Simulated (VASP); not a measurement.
Crystal: Be2C.

```
C Be
1.0
     0.00000    2.13574    2.13574
     2.13574    0.00000    2.13574
     2.13574    2.13574    0.00000
C Be
1 2
Direct
  0.00000 0.00000 0.00000
  0.75000 0.75000 0.75000
  0.25000 0.25000 0.25000
```

This cell differs from its parent crystal: volume scaled by 0.96.

Base run:

| Quantity | Value |
| --- | --- |
| Program | VASP 6.6.1 |
| Functional | PBEsol |
| Potentials or basis | VASP PAW PBE potentials, release 64 (C, Be) |
| Cutoff | 600 eV |
| k mesh | 11 × 11 × 11 |
| Occupations | fermi-dirac, width 0.05 eV |
| Spin | no spin polarisation |

Its results: band gap on the k mesh 1.17 eV, indirect (least direct gap 4.16 eV); pressure 6.5 GPa.

Problem. The run is repeated on the same cell with these changes: functional from PBEsol to PBE. What comes out?

Solution. Band gap on the k mesh 1.27 eV, indirect (least direct gap 4.20 eV); pressure 8.9 GPa.

PBE binds less tightly than PBEsol, so the same cell stands under more pressure.

Caveats: the PAW data sets were made with another functional, which shifts forces and pressure a little (some runs).

A k mesh can miss the band edges.
